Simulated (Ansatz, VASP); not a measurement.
**One calculation of Al, two programs**

```
CELL_PARAMETERS angstrom
0.00000 2.01040 2.01040
2.01040 0.00000 2.01040
2.01040 2.01040 0.00000
ATOMIC_POSITIONS crystal
Al 0.00000 0.00000 0.00000
```

Change from the starting cell: volume scaled by 0.98.

Alike in both runs: task single point; functional PBEsol; k mesh 14 × 14 × 14; occupations fermi-dirac, width 0.05 eV; no spin polarisation.

```csv
,VASP,Ansatz
version,VASP 6.6.1,Ansatz 0.2.0
potentials or method,"VASP PAW PBE potentials, release 64 (Al), cutoff 520 eV","all-electron LAPW, scalar-relativistic"
```

VASP gave:

```
pressure (GPa) : -0.5
```

Q: Which values does Ansatz return?

A: Pressure (GPa): -0.6.

VASP's potentials were made for PBE, not for PBEsol. Ansatz ran all-electron here, and VASP with PAW potentials.
